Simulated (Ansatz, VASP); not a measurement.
Two plane-wave programs on AlRu

Contents of INCAR:

```
SYSTEM = AlRu
  PREC = Accurate
  ENCUT = 520
  EDIFF = 1E-7
  ISMEAR = 0
  SIGMA = 0.15
  LREAL = .False.
  LASPH = .True.
  NELM = 100
  ALGO = Fast
  ISIF = 2
  LWAVE = .False.
  LCHARG = .False.
  GGA = PE
  NBANDS = 16
```

Contents of KPOINTS:

```
Automatic mesh
0
Gamma
  20 20 20
  0 0 0
```

The input POSCAR:

```
AlRu
1.0
    2.5534720159      0.0000000000      0.0000000000
    0.0000000000      3.4546974333      0.0000000000
    0.0000000000      0.0000000000      3.0040847246
Al Ru
1 1
Direct
    0.0000000000      0.0000000000      0.0000000000
    0.5000000000      0.5000000000      0.5000000000
```

Input for Ansatz:

```yaml
crystal:
  lattice:
    - [2.5534720159, 0.0, 0.0]
    - [0.0, 3.4546974333, 0.0]
    - [0.0, 0.0, 3.0040847246]
  atoms:
    - { symbol: Al, position: [0.0, 0.0, 0.0] }
    - { symbol: Ru, position: [0.5, 0.5, 0.5] }
basis:
  ecutwfc: 420
kpoints:
  mp_grid: { grid: [20, 20, 20] }
hamiltonian:
  xc: pbe
scf:
  occupations: { method: gaussian, width: 0.15 }
output:
  forces: true
  stress: true
  eigenvalues: true
```

Change from the starting cell: strain -0.1500 x Voigt [1, -1, 0, 0, 0, 0], atoms carried along.

Alike in both runs: task single point; functional PBE; k mesh 20 × 20 × 20; occupations gaussian, width 0.15 eV; no spin polarisation.

```csv
,VASP,Ansatz
version,VASP 6.6.1,Ansatz 0.2.0
potentials or method,"VASP PAW PBE potentials, release 64 (Al, Ru_pv), cutoff 520 eV","scalar-relativistic, plane waves, PAW"
valence electrons in the cell,17,19
```

```csv
,VASP,Ansatz,Ansatz less VASP
gap on the k mesh at the Fermi level (eV),none,none,-
pressure (GPa),13.8,13.8,+0.02
"traceless stress, the component that is largest in VASP (GPa)",27.85,27.84,-0.014
```

A gap of «none» marks a metal or a gap that the smearing closes. VASP's potentials hold 17 valence electrons a cell and Ansatz's 19, so a difference there can come from the potentials and not from the codes.
